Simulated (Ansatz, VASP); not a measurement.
One calculation of As, two programs

INCAR

```
SYSTEM = As
PREC = Accurate
ENCUT = 520
EDIFF = 1E-7
ISMEAR = 0
SIGMA = 0.15
LREAL = .FALSE.
LASPH = .TRUE.
NELM = 60
ALGO = Normal
ISIF = 2
LWAVE = .FALSE.
LCHARG = .FALSE.
GGA = PS
NBANDS = 12
```

File KPOINTS:

```
regular mesh
0
G
  18 18 18
  0 0 0
```

File POSCAR:

```
As
1.0
    1.9079456994      1.1015529631      3.4857700000
   -1.9079456994      1.1015529631      3.4857700000
    0.0000000000     -2.2031059263      3.4857700000
As
2
Direct
    0.2275400000      0.2275400000      0.2275400000
    0.7724600000      0.7724600000      0.7724600000
```

Input for Ansatz:

```yaml
crystal:
  lattice:
    - [1.9079456994, 1.1015529631, 3.48577]
    - [-1.9079456994, 1.1015529631, 3.48577]
    - [0.0, -2.2031059263, 3.48577]
  atoms:
    - { symbol: As, position: [0.22754, 0.22754, 0.22754] }
    - { symbol: As, position: [0.77246, 0.77246, 0.77246] }
basis:
  ecutwfc: 420
kpoints:
  mp_grid: { grid: [18, 18, 18] }
hamiltonian:
  xc: pbesol
scf:
  occupations: { method: gaussian, width: 0.15 }
output:
  forces: true
  stress: true
  eigenvalues: true
```

Change from the starting cell: strain +0.015 along x and y, +0.000 along z, atoms carried along.

Alike in both runs: task single point; functional PBEsol; k mesh 18 × 18 × 18; occupations gaussian, width 0.15 eV; no spin polarisation.

|  | VASP | Ansatz |
| --- | --- | --- |
| version | VASP 6.6.1 | Ansatz 0.2.0 |
| potentials or method | VASP PAW PBE potentials, release 64 (As), cutoff 520 eV | scalar-relativistic, plane waves, PAW |
| valence electrons in the cell | 10 | 30 |

|  | VASP | Ansatz | Ansatz less VASP |
| --- | --- | --- | --- |
| gap on the k mesh at the Fermi level (eV) | none | none | - |
| pressure (GPa) | -2.0 | -2.3 | -0.34 |
| traceless stress, the component that is largest in VASP (GPa) | 0.28 | 0.38 | +0.097 |
| rms of the force components (eV/Å) | 0.041 | 0.010 | -0.0314 |

VASP's potentials were made for PBE, not for PBEsol. Atom by atom the forces differ by 0.031 eV/Å (rms over components). A gap of «none» marks a metal or a gap that the smearing closes. The functional is the same, so the differences come from potentials, cutoffs and numerics. VASP's potentials hold 10 valence electrons a cell and Ansatz's 30, so a difference there can come from the potentials and not from the codes.
